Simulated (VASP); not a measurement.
A run of VASP 6.6.1 is set up as follows.

Contents of INCAR:

```
SYSTEM = Si
PREC     = Accurate       ! precision mode
ENCUT    = 520            ! plane-wave cutoff, eV
EDIFF    = 1E-6           ! SCF threshold, eV
ISMEAR   = 1              ! smearing method
SIGMA    = 0.0229         ! smearing width, eV
LREAL    = .False.        ! projectors in reciprocal space
LASPH    = .True.         ! aspherical terms in the spheres
NELM     = 100            ! most SCF steps
ALGO     = Normal         ! electronic algorithm
ISIF     = 2              ! what is computed and relaxed
LWAVE    = .False.        ! write WAVECAR
LCHARG   = .False.        ! write CHGCAR
GGA      = PE             ! functional
NBANDS   = 16             ! bands
```

File KPOINTS:

```
regular mesh
0
Gamma
  7 7 6
  0 0 0
```

POSCAR

```
Si
1.0
    2.1556240000      3.6485290000      0.0000000000
    2.1556240000     -3.6485290000      0.0000000000
    0.0000000000      0.0000000000     -4.3055200000
Si
4
Direct
    0.1525000000      0.8475000000      0.9215000000
    0.3475000000      0.6525000000      0.4215000000
    0.8475000000      0.1525000000      0.0785000000
    0.6525000000      0.3475000000      0.5785000000
```

Potentials or basis: VASP PAW PBE potentials, release 64 (Si).

Launch:

```console
$ cat potpaw_PBE.64/Si/POTCAR > POTCAR
$ mpirun -np 1 vasp_std > vasp.out
```

(1) Predict the band gap on the k mesh.

(2) What does it give for the largest force?

(3) What does it give for the pressure?

Answers

(1) zero (band 8 reaches 9.41 eV, above the bottom of band 9 at 6.63 eV).

(2) 1.117 eV/Å.

(3) 0.1 GPa.

Caveat: forces of over 1 eV/Å act on the atoms, so gaps and moduli don't describe the material at rest.
